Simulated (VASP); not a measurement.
# GaF (Pm-3m) in VASP: notebook, part 2 of 2

VASP 6.6.1. Earlier steps stand in the parts before.

### 4 Elastic constants, PBE

Contents of INCAR:

```
SYSTEM = GaF
PREC = Accurate ; ENCUT = 600
EDIFF = 1E-8 ; ISMEAR = -1
SIGMA = 0.05 ; LREAL = .False.
LASPH = .True. ; NELM = 80
ALGO = Normal ; ISIF = 3
LWAVE = .False. ; LCHARG = .False.
GGA = PE ; IBRION = 6
NFREE = 2 ; POTIM = 0.015
NSW = 1
```

Contents of KPOINTS:

```
Automatic mesh
0
Gamma
  6 6 6
  0 0 0
```

Contents of POSCAR:

```
GaF
1.0
    3.1659200000      0.0000000000      0.0000000000
    0.0000000000      3.1659200000      0.0000000000
    0.0000000000      0.0000000000      3.1659200000
Ga F
1 1
Direct
    0.0000000000      0.0000000000      0.0000000000
    0.5000000000      0.5000000000      0.5000000000
```

Potentials or basis: VASP PAW PBE potentials, release 64 (Ga_d, F).

Command:

```sh
$ cat potpaw_PBE.64/Ga_d/POTCAR potpaw_PBE.64/F/POTCAR > POTCAR
$ mpirun -np 1 vasp_std > vasp.out
```

OUTCAR:

```text
SYSTEM = GaF
   PREC = Accurate
   ENCUT = 600
   EDIFF = 1E-8
   ISMEAR = -1
   LREAL = .False.
   LASPH = .True.
   NELM = 80
   ISIF = 3
   GGA = PE
   IBRION = 6
   NFREE = 2
   POTIM = 0.015
   NSW = 1

 ion  position               nearest neighbor table
   1  0.000  0.000  0.000-
   2  0.500  0.500  0.500-

  LATTYP: Found a simple cubic cell.
 ALAT       =     3.1659200000

  Lattice vectors:

 A1 = (   3.1659200000,   0.0000000000,   0.0000000000)
 A2 = (   0.0000000000,   3.1659200000,   0.0000000000)
 A3 = (   0.0000000000,   0.0000000000,   3.1659200000)

Analysis of symmetry for initial positions (statically):
[... 826 lines left out ...]
  x     0.00000     0.00000     0.00000     0.00000     0.00000     0.00000
  y     0.00000     0.00000     0.00000     0.00000     0.00000     0.00000
  z     0.00000     0.00000     0.00000     0.00000     0.00000     0.00000

 INTERNAL STRAIN TENSOR FOR ION    2 for displacements in x,y,z  (eV/Angst):
          X           Y           Z          XY          YZ          ZX
  --------------------------------------------------------------------------------
  x     0.00000     0.00000     0.00000     0.00000     0.00000     0.00000
  y     0.00000     0.00000     0.00000     0.00000     0.00000     0.00000
  z     0.00000     0.00000     0.00000     0.00000     0.00000     0.00000

 Eigenvectors and eigenvalues of the dynamical matrix
 ----------------------------------------------------

   1 f  =    0.014590 THz     0.091671 2PiTHz    0.486664 cm-1     0.060339 meV
             X         Y         Z           dx          dy          dz
      0.000000  0.000000  0.000000    -0.311348   -0.831778    0.000000
      1.582960  1.582960  1.582960    -0.161109   -0.430408    0.000000
[... 21 lines left out ...]
   6 f/i=    4.082460 THz    25.650852 2PiTHz  136.176203 cm-1    16.883690 meV
             X         Y         Z           dx          dy          dz
      0.000000  0.000000  0.000000     0.000000    0.459573   -0.000000
      1.582960  1.582960  1.582960     0.000000   -0.888140    0.000000

--------------------------------------------------------------------------------------------------------

 ELASTIC MODULI CONTR FROM IONIC RELAXATION (kBar)
 Direction    XX          YY          ZZ          XY          YZ          ZX
 --------------------------------------------------------------------------------
 XX           0.0000      0.0000      0.0000      0.0000      0.0000      0.0000
 YY           0.0000      0.0000      0.0000      0.0000      0.0000      0.0000
 ZZ           0.0000      0.0000      0.0000      0.0000      0.0000      0.0000
 XY           0.0000      0.0000      0.0000      0.0000      0.0000      0.0000
 YZ           0.0000      0.0000      0.0000      0.0000      0.0000      0.0000
 ZX           0.0000      0.0000      0.0000      0.0000      0.0000      0.0000
 --------------------------------------------------------------------------------

 TOTAL ELASTIC MODULI (kBar)
 Direction    XX          YY          ZZ          XY          YZ          ZX
 --------------------------------------------------------------------------------
 XX         640.8692    324.8976    324.8976     -0.0000      0.0000      0.0000
 YY         324.8976    640.8692    324.8976     -0.0000      0.0000      0.0000
 ZZ         324.8976    324.8976    640.8692     -0.0000     -0.0000     -0.0000
 XY          -0.0000     -0.0000     -0.0000    -42.4970      0.0000      0.0000
 YZ           0.0000      0.0000     -0.0000      0.0000    -42.4970      0.0000
 ZX           0.0000      0.0000     -0.0000      0.0000      0.0000    -42.4970
 --------------------------------------------------------------------------------
```

stdout:

```text
POSCAR found type information on POSCAR GaF
 POSCAR found :  2 types and       2 ions
 scaLAPACK will be used
 LDA part: xc-table for (Slater+PW92), standard interpolation
 POSCAR, INCAR and KPOINTS ok, starting setup
 FFT: planning ... GRIDC
 FFT: planning ... GRID_SOFT
 FFT: planning ... GRID
 WAVECAR not read
 entering main loop
 Found     2 degrees of freedom:
 Adding 6 more for cell shape distortion
 Finite differences POTIM= 0.01500 DOF=   8
 bond charge predicted
 Finite differences progress:
 bond charge predicted
 Finite differences progress:
 bond charge predicted
 Finite differences progress:
 bond charge predicted
 Finite differences progress:
 bond charge predicted
 Finite differences progress:
 bond charge predicted
 Finite differences progress:
 bond charge predicted
 Finite differences progress:
 bond charge predicted
 Finite differences progress:
 bond charge predicted
 Finite differences progress:
 bond charge predicted
 Finite differences progress:
 bond charge predicted
 Finite differences progress:
 bond charge predicted
 Finite differences progress:
 bond charge predicted
 Finite differences progress:
 bond charge predicted
 Finite differences progress:
 bond charge predicted
 Finite differences progress:
 bond charge predicted
 Finite differences progress:
```

Wall time 2.3 min (1 thread of AMD EPYC 9R45 (Zen 5), shared host); peak memory 0.19 GiB.

Results:

```yaml
Elastic_constants_C11_C12_C44: 64, 32, -4 GPa
Voigt_bulk_modulus: 43 GPa
Highest_phonon_frequency_at_Γ_LO-TO_splitting_left_out: 0 cm⁻¹
Most_unstable_mode: 136i cm⁻¹
```

Phonon frequencies in cm⁻¹ (negative: imaginary):
| q point | frequencies |
| --- | --- |
| (0.000, 0.000, 0.000) | -136 -136 -136 0 0 0 |

Elastic tensor in Voigt notation (GPa, in the Cartesian axes of the cell as first typed):
```
64 32 32  0  0  0
32 64 32  0  0  0
32 32 64  0  0  0
 0  0  0 -4  0  0
 0  0  0  0 -4  0
 0  0  0  0  0 -4
```

Clamped-ion elastic tensor (GPa):
```
64 32 32  0  0  0
32 64 32  0  0  0
32 32 64  0  0  0
 0  0  0 -4  0  0
 0  0  0  0 -4  0
 0  0  0  0  0 -4
```

Caveat: some modes are imaginary; the elastic tensor has a negative eigenvalue, so either the cell is unstable as it stands or the mesh is too thin.
